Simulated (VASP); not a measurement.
Input of a VASP 6.6.1 run:

Contents of INCAR:

```
SYSTEM = PtW12
PREC = Accurate
ENCUT = 430
EDIFF = 1E-6
ISMEAR = 0
SIGMA = 0.1
LREAL = .FALSE.
LASPH = .TRUE.
NELM = 120
ALGO = Normal
ISIF = 2
LWAVE = .FALSE.
LCHARG = .TRUE.
LDIPOL = .TRUE.
IDIPOL = 3
DIPOL = 0.5 0.5 0.327
GGA = CA
LELF = .TRUE.
LVHAR = .TRUE.
LVACPOTAV = .TRUE.
NBANDS = 105
GGA_COMPAT = .FALSE.
NELMDL = -8
```

The input KPOINTS:

```
regular mesh
0
G
  5 5 1
  0 0 0
```

File POSCAR:

```
PtW12
1.0
    5.4319816376      0.0000000000      0.0000000000
   -1.8106605459      5.1213214017      0.0000000000
    0.0000000000      0.0000000000     19.7903917603
W Pt
12 1
Direct
    0.2500000000      0.2500000000      0.2021182829
    0.2500000000      0.7500000000      0.2021182829
    0.7500000000      0.2500000000      0.2021182829
    0.7500000000      0.7500000000      0.2021182829
    0.0000000000      0.0000000000      0.3105119034
    0.0000000000      0.5000000000      0.3105119034
    0.5000000000      0.0000000000      0.3105119034
    0.5000000000      0.5000000000      0.3105119034
    0.2500000000      0.2500000000      0.4189099367
    0.2500000000      0.7500000000      0.4189099367
    0.7500000000      0.2500000000      0.4189099367
    0.7500000000      0.7500000000      0.4189099367
    0.3333333333      0.3333333333      0.5309828033
```

Potentials or basis: VASP PAW LDA potentials, release 64 (W_sv, Pt_sv_GW).

Run with:

```console
$ cat potpaw_LDA.64/W_sv/POTCAR potpaw_LDA.64/Pt_sv_GW/POTCAR > POTCAR
$ mpirun -np 1 vasp_std > vasp.out
```

Task: Estimate the band gap on the k mesh.

Result: Zero (bands 93 and 94 overlap by 1.32 eV).

Task: Estimate the largest force.

Result: 1.360 eV/Å.

Forces on the atoms (eV/Å):
```
W   -0.024 -0.034 -0.043
W   -0.008  0.025 -0.200
W    0.027  0.000 -0.200
W    0.057  0.080  0.164
W   -0.176 -0.249 -0.798
W    0.057 -0.068 -0.132
W   -0.084  0.031 -0.132
W    0.102  0.144 -0.558
W   -0.648 -0.916 -0.460
W   -0.004 -0.098  0.918
W   -0.091 -0.036  0.918
W    0.024  0.034  0.245
Pt   0.768  1.087  0.279
```

Caveat: spin-orbit coupling is left out, which moves the levels of the heavy elements.
